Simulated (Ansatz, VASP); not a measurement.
**Be7S: VASP beside Ansatz**

```
CELL_PARAMETERS angstrom
4.46409 0.00000 0.00000
-2.23205 3.86602 0.00000
0.00000 0.00000 4.37229
ATOMIC_POSITIONS crystal
Be 0.49832 0.99664 0.00000
Be 0.49832 0.50168 0.00000
Be 0.00336 0.50168 0.00000
Be 0.33863 0.16932 0.50000
Be 0.83068 0.16932 0.50000
Be 0.83068 0.66137 0.50000
Be 0.33333 0.66667 0.50000
S 0.00000 0.00000 0.00000
```

Change from the starting cell: species swapped into the Mg7Sn type (P-6m2, No. 187).

Alike in both runs: functional PBE; k mesh 4 × 4 × 4; occupations gaussian, width 0.2 eV; no spin polarisation.

Ansatz relaxed the structure, and its values are those at the end. VASP's run is a single point on that final structure, the one shown.

```csv
,VASP,Ansatz
version,VASP 6.6.1,Ansatz 0.2.0
potentials or method,"VASP PAW PBE potentials, release 64 (Be, S), cutoff 600 eV","scalar-relativistic, plane waves, PAW"
valence electrons in the cell,20,20
```

```tsv
	VASP	Ansatz	Ansatz less VASP
gap on the k mesh at the Fermi level (eV)	none	none	-
pressure (GPa)	0.2	0.1	-0.08
rms of the force components (eV/Å)	0.011	0.010	-0.0003
```

A gap of «none» marks a metal or a gap that the smearing closes.

The k mesh is coarse, so the values compare programs but aren't converged.
